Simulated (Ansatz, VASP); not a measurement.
# ZnO in VASP and in Ansatz

```
Zn O
1.0
     3.24931    0.00000    0.00000
    -1.62465    2.81398    0.00000
     0.00000    0.00000    5.20571
Zn O
2 2
Cartesian
  1.6247 0.9380 0.0000
  0.0000 1.8760 2.6029
  0.0000 1.8760 4.5759
  1.6247 0.9380 1.9730
```

Alike in both runs: task single point; functional BLYP; dispersion D3(BJ); k mesh 9 × 9 × 5; occupations fermi-dirac, width 0.05 eV; no spin polarisation.

|  | VASP | Ansatz |
| --- | --- | --- |
| version | VASP 6.6.1 | Ansatz 0.2.0 |
| potentials or method | VASP PAW PBE potentials, release 64 (Zn, O) | Ansatz PAW |
| plane-wave cutoff (eV) | 520 | 420 |
| valence electrons in the cell | 36 | 36 |

|  | VASP | Ansatz | Ansatz less VASP |
| --- | --- | --- | --- |
| gap on the k mesh at the Fermi level (eV) | 0.96 | 0.96 | -0.007 |
| least direct gap on the mesh (eV) | 0.96 | 0.96 | -0.007 |
| pressure (GPa) | 3.9 | 2.9 | -0.97 |
| traceless stress, the component that is largest in VASP (GPa) | 1.47 | 1.42 | -0.051 |
| rms of the force components (eV/Å) | 0.039 | 0.037 | -0.0024 |

VASP's potentials were made for PBE, not for BLYP. Atom by atom the forces differ by 0.002 eV/Å (rms over components).

Noted on Ansatz's run: odd divisions of the mesh miss points on the zone boundary, where band edges often lie, so the gap on the mesh can be too wide.
